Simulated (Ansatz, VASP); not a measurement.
**One calculation of AlNi3, two programs**

File INCAR:

```
SYSTEM = AlNi3
PREC = Accurate
ENCUT = 520
EDIFF = 1E-6
ISMEAR = 0
SIGMA = 0.1
LREAL = .FALSE.
LASPH = .TRUE.
NELM = 150
ALGO = Normal
ISIF = 2
LWAVE = .FALSE.
LCHARG = .FALSE.
ISPIN = 2
MAGMOM = 0 0.5 0.5 0.5
LORBIT = 11
LMAXMIX = 4
GGA = CA
NBANDS = 28
```

KPOINTS

```
Automatic mesh
0
G
  10 10 10
  0 0 0
```

POSCAR

```
AlNi3
1.0
    3.5680000000      0.0000000000      0.0000000000
    0.0000000000      3.5680000000      0.0000000000
    0.0000000000      0.0000000000      3.5680000000
Al Ni
1 3
Direct
    0.0000000000      0.0000000000      0.0000000000
    0.0000000000      0.5000000000      0.5000000000
    0.5000000000      0.0000000000      0.5000000000
    0.5000000000      0.5000000000      0.0000000000
```

Input for Ansatz:

```yaml
crystal:
  lattice:
    - [3.568, 0.0, 0.0]
    - [0.0, 3.568, 0.0]
    - [0.0, 0.0, 3.568]
  atoms:
    - { symbol: Al, position: [0.0, 0.0, 0.0] }
    - { symbol: Ni, position: [0.0, 0.5, 0.5], spin: 0.5 }
    - { symbol: Ni, position: [0.5, 0.0, 0.5], spin: 0.5 }
    - { symbol: Ni, position: [0.5, 0.5, 0.0], spin: 0.5 }
magnetization:
  spin_polarized: true
scf:
  occupations: { method: gaussian, width: 0.1 }
output:
  forces: true
  stress: true
  populations: true
hamiltonian:
  xc: lda
kpoints:
  mp_grid: { grid: [10, 10, 10] }
```

Alike in both runs: task single point; functional LDA; k mesh 10 × 10 × 10; occupations gaussian, width 0.1 eV; collinear spin.

```csv
,VASP,Ansatz
version,VASP 6.6.1,Ansatz 0.2.0
potentials or method,"VASP PAW LDA potentials, release 64 (Al, Ni)","scalar-relativistic, plane waves, PAW"
plane-wave cutoff (eV),520,420
valence electrons in the cell,33,57
```

```tsv
	VASP	Ansatz	Ansatz less VASP
gap on the k mesh at the Fermi level (eV)	none	none	-
pressure (GPa)	-13.6	-13.9	-0.27
net moment per atom (μB)	0.14	0.16	+0.019
size of the moment on the site where the two differ most (μB)	0.20	0.23	+0.035
```

LDA's correlation is that of Perdew and Zunger in VASP and of Perdew and Wang (1992) in Ansatz. Site moments also hang on the region over which each program counts them. A gap of «none» marks a metal or a gap that the smearing closes. VASP's potentials hold 33 valence electrons a cell and Ansatz's 57, so a difference there can come from the potentials and not from the codes.
